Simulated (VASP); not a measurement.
Runs of VASP 6.6.1 on Tm3ZrO. The structure is that of space group Pm-3m (No. 221), or close to it. The cells are those of the table. The cell was built from a structure type or drawn by symmetry, and may not be a known phase.

```tsv
task	spin	cell	k mesh	gap on the mesh (eV)	pressure (GPa)	relaxed volume (Å³/atom)
single point	off	a = 4.749 Å, 5 atoms	8 × 8 × 8	none	(a)	-
relaxation of cell and atoms	off	relaxed from a = 4.743 Å, 5 atoms	8 × 8 × 8	none	0.0	21.59
single point	collinear	a = 4.743 Å, 5 atoms	4 × 4 × 4	none	0.9	-
relaxation of cell and atoms	off	relaxed from a = 4.558 Å, 5 atoms	4 × 4 × 4	none	0.0	21.59
single point	off	a = 4.743 Å, 5 atoms	4 × 4 × 4	none	0.9	-
single point	off	a = 4.558 Å, 5 atoms	4 × 4 × 4	none	13.1	-
```

Alike in all rows: level PBE; potentials or basis VASP PAW PBE potentials, release 64 (Tm_3, Zr_sv, O), 4f in core; cutoff (eV) 600; smearing gaussian 0.1 eV.

Question: Fill in the values left out.

Answer: (a) 0.6.

Caveats: spin-orbit coupling is left out, which moves the levels of the heavy elements; the 4f electrons are frozen in the core, so they carry no moment and show no levels; an odd number of electrons without spin polarisation forces a metal (at least some runs); a magnetic or distorted state may lie lower (at least some runs); the magnetic or orbital state may not be the lowest (at least some runs); the cell stands under pressure (at least some runs).

A k mesh can miss the band edges, and the runs leave out spin-orbit coupling on Tm, Zr.

A gap of «none» marks levels without a gap at the run's occupations.
